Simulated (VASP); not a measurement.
A run of VASP 6.6.1 is set up as follows.

Contents of INCAR:

```
PREC = Accurate
ENCUT = 520
EDIFF = 1E-6
ISMEAR = -1
SIGMA = 0.1
LREAL = False
LASPH = True
NELM = 60
ALGO = Normal
ISIF = 2
LWAVE = False
LCHARG = True
GGA = PS
LELF = True
LVHAR = True
NBANDS = 18
```

Contents of KPOINTS:

```
regular mesh
0
Gamma
  16 12 16
```

Contents of POSCAR:

```
Cu
1.0
   -1.7816256478      1.7816256478      0.0000000000
    0.0000000000      0.0000000000      3.5632512955
    1.7816256478      1.7816256478      0.0000000000
Cu
2
Direct
    0.0000000000      0.0000000000      0.0000000000
    0.5000000000      0.5000000000      0.5000000000
```

Potentials or basis: VASP PAW PBE potentials, release 64 (Cu).

Command:

```bash
$ cat potpaw_PBE.64/Cu/POTCAR > POTCAR
$ mpirun -np 1 vasp_std > vasp.out
```

Estimate the pressure.

0.7 GPa.

What does it give for the band gap on the k mesh?

Zero (bands 11 and 12 overlap by 8.32 eV).

Caveat: the PAW data sets were made with another functional, which shifts forces and pressure a little.
